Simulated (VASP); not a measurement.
The system is LiF.

```
CELL_PARAMETERS angstrom
0.00000 2.12595 2.14461
2.12595 0.00000 2.14461
2.12595 2.12595 0.00000
ATOMIC_POSITIONS crystal
Li 0.00000 0.00000 0.00000
F 0.25000 0.25000 0.25000
```

This cell differs from its parent crystal: biaxial xy strain -0.9%.

Base run:

| Item | Value |
| --- | --- |
| Program | VASP 6.6.1 |
| Functional | r2SCAN |
| Potentials or basis | VASP PAW PBE potentials, release 64 (Li_sv, F) |
| Cutoff | 520 eV |
| k mesh | 10 × 10 × 10 |
| Occupations | gaussian, width 0.01 eV |
| Spin | no spin polarisation |

Its results: band gap on the k mesh 8.85 eV, direct.

Q: The run is repeated on the same cell with these changes: functional from r2SCAN to PBE; occupations from gaussian, width 0.01 eV to fermi-dirac, width 0.02 eV. What comes out?

A: Band gap on the k mesh 8.01 eV, direct.

A k mesh can miss the band edges.
